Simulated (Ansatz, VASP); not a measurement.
Two plane-wave programs on AlN

File POSCAR:

```
AlN
1.0
   -3.1066653375      0.0000000000      0.0000000000
   -1.5533326688     -2.6904511034      0.0000000000
   -2.7181768371     -1.5693401286      9.9568096770
Al N
4 4
Direct
   -0.1943177766     -0.1943177766      0.9045964511
    0.0973322234      0.0973322234      0.4045964511
    0.5764905567      0.5764905567      0.1545964511
    0.2848405567      0.2848405567      0.6545964511
    0.2776844433      0.2776844433      0.0954035489
   -0.0139655567     -0.0139655567      0.5954035489
    0.4651927766      0.4651927766      0.3454035489
    0.1735427766      0.1735427766      0.8454035489
```

File INCAR.step1:

```
ALGO = Normal
EDIFF = 1E-4
ENCUT = 520
GGA = PE
ISMEAR = 0
LASPH = True
LCHARG = False
LREAL = False
LWAVE = True
NBANDS = 26
NELM = 80
PREC = Accurate
SIGMA = 0.05
```

The input INCAR.step2:

```
ALGO = Normal
EDIFF = 1E-6
ENCUT = 520
ISIF = 2
ISMEAR = 0
ISTART = 1
LASPH = True
LCHARG = True
LELF = True
LMIXTAU = True
LREAL = False
LVHAR = True
LWAVE = False
METAGGA = R2SCAN
NBANDS = 26
NELM = 80
PREC = Accurate
SIGMA = 0.05
```

File KPOINTS:

```
k-points
0
Gamma
  8 8 3
```

Input for Ansatz:

```yaml
crystal:
  lattice:
    - [-3.1066653375, 0.0, 0.0]
    - [-1.5533326688, -2.6904511034, 0.0]
    - [-2.7181768371, -1.5693401286, 9.956809677]
  atoms:
    - { symbol: Al, position: [-0.1943177766, -0.1943177766, 0.9045964511] }
    - { symbol: Al, position: [0.0973322234, 0.0973322234, 0.4045964511] }
    - { symbol: Al, position: [0.5764905567, 0.5764905567, 0.1545964511] }
    - { symbol: Al, position: [0.2848405567, 0.2848405567, 0.6545964511] }
    - { symbol: "N", position: [0.2776844433, 0.2776844433, 0.0954035489] }
    - { symbol: "N", position: [-0.0139655567, -0.0139655567, 0.5954035489] }
    - { symbol: "N", position: [0.4651927766, 0.4651927766, 0.3454035489] }
    - { symbol: "N", position: [0.1735427766, 0.1735427766, 0.8454035489] }
basis:
  ecutwfc: 500
kpoints:
  mp_grid: { grid: [8, 8, 3] }
hamiltonian:
  xc: r2scan
scf:
  occupations: { method: gaussian, width: 0.05 }
output:
  forces: true
  stress: true
  eigenvalues: true
```

Alike in both runs: task single point; functional r2SCAN; k mesh 8 × 8 × 3; occupations gaussian, width 0.05 eV; no spin polarisation.

|  | VASP | Ansatz |
| --- | --- | --- |
| version | VASP 6.6.1 | Ansatz 0.2.0 |
| potentials or method | VASP PAW PBE potentials, release 64 (Al, N), cutoff 520 eV | scalar-relativistic, plane waves, PAW |
| valence electrons in the cell | 32 | 32 |

```csv
,VASP,Ansatz,Ansatz less VASP
gap on the k mesh at the Fermi level (eV),3.66,3.67,+0.018
least direct gap on the mesh (eV),4.00,3.97,-0.025
pressure (GPa),-1.9,-1.6,+0.38
"traceless stress, the component that is largest in VASP (GPa)",8.21,8.26,+0.047
rms of the force components (eV/Å),0.488,0.491,+0.0034
```

VASP's potentials were made for PBE, not for r2SCAN. Atom by atom the forces differ by 0.005 eV/Å (rms over components). The functional is the same, so the differences come from potentials, cutoffs and numerics.
